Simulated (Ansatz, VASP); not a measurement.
## HC6: VASP beside Ansatz

```xyz
14
Lattice="4.8895 0.0000 0.0000 -1.2224 8.7850 0.0000 0.0000 0.0000 22.7475" Properties=species:S:1:pos:R:3 pbc="T T T"
C     0.0000    0.6804    4.0000
C     2.4448    0.6804    4.0000
C     1.2224    0.8504    4.6849
C     3.6671    0.8504    4.6849
C     1.2224    1.1906    6.0548
C     3.6671    1.1906    6.0548
C     0.0000    1.3574    6.7220
C     2.4448    1.3574    6.7220
C     0.0000    1.7173    8.1518
C     2.4448    1.7173    8.1518
C     1.2224    1.8685    8.7475
C     3.6671    1.8685    8.7475
H     0.0448    1.3954    9.8375
H    -0.0448    2.0392    9.8375
```

Alike in both runs: task single point; functional LDA; k mesh 6 × 3 × 1; occupations gaussian, width 0.1 eV; no spin polarisation.

```csv
,VASP,Ansatz
version,VASP 6.6.1,Ansatz 0.2.0
potentials or method,"VASP PAW LDA potentials, release 64 (C, H), cutoff 520 eV","scalar-relativistic, plane waves, PAW"
valence electrons in the cell,50,50
```

```csv
,VASP,Ansatz,Ansatz less VASP
gap on the k mesh at the Fermi level (eV),none,none,-
rms of the force components (eV/Å),2.182,2.180,-0.0028
```

LDA's correlation is that of Perdew and Zunger in VASP and of Perdew and Wang (1992) in Ansatz. Atom by atom the forces differ by 0.024 eV/Å (rms over components). A gap of «none» marks a metal or a gap that the smearing closes.
